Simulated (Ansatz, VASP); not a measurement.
## One calculation of MgO, two programs

File POSCAR:

```
MgO
1.0
    0.0000000000      2.1905000000      2.1905000000
    2.1905000000      0.0000000000      2.1905000000
    2.1905000000      2.1905000000      0.0000000000
Mg O
1 1
Direct
    0.0000000000      0.0000000000      0.0000000000
    0.5000000000      0.5000000000      0.5000000000
```

The input INCAR.step1:

```
PREC = Accurate
ENCUT = 520
ISMEAR = -1
SIGMA = 0.02
LREAL = F
LASPH = T
NELM = 100
NBANDS = 11
GGA = PE
ALGO = Normal
EDIFF = 1E-4
LWAVE = T
LCHARG = F
```

File INCAR.step2:

```
PREC = Accurate
ENCUT = 520
EDIFF = 1E-6
ISMEAR = -1
SIGMA = 0.02
LREAL = F
LASPH = T
NELM = 100
ALGO = Normal
ISIF = 2
LWAVE = F
LCHARG = F
METAGGA = R2SCAN
LMIXTAU = T
NBANDS = 11
ISTART = 1
```

KPOINTS

```
regular mesh
0
Gamma
  8 8 8
```

Input for Ansatz:

```yaml
crystal:
  lattice:
    - [0.0, 2.1905, 2.1905]
    - [2.1905, 0.0, 2.1905]
    - [2.1905, 2.1905, 0.0]
  atoms:
    - { symbol: Mg, position: [0.0, 0.0, 0.0] }
    - { symbol: O, position: [0.5, 0.5, 0.5] }
hamiltonian:
  xc: r2scan
  pseudopotentials: { kind: paw }
basis:
  ecutwfc: 500
kpoints:
  mp_grid: { grid: [8, 8, 8] }
scf:
  occupations: { method: fermi_dirac, width: 0.02 }
  lower_state_search: "off"
  algorithm: density_mixing
  max_iter: 50
  mixing: { algorithm: anderson, ndim: 1, beta: 0.2, preconditioner: kerker }
output:
  forces: true
  stress: true
```

Alike in both runs: task single point; functional r2SCAN; k mesh 8 × 8 × 8; occupations fermi-dirac, width 0.02 eV; no spin polarisation.

```csv
,VASP,Ansatz
version,VASP 6.6.1,Ansatz 0.2.0
potentials or method,"VASP PAW PBE potentials, release 64 (Mg, O), cutoff 520 eV","PAW, plane waves, scalar-relativistic"
valence electrons in the cell,8,16
```

|  | VASP | Ansatz | Ansatz less VASP |
| --- | --- | --- | --- |
| pressure (GPa) | -17.0 | -16.0 | +1.02 |

VASP's potentials were made for PBE, not for r2SCAN. VASP's potentials hold 8 valence electrons a cell and Ansatz's 16, so a difference there can come from the potentials and not from the codes.
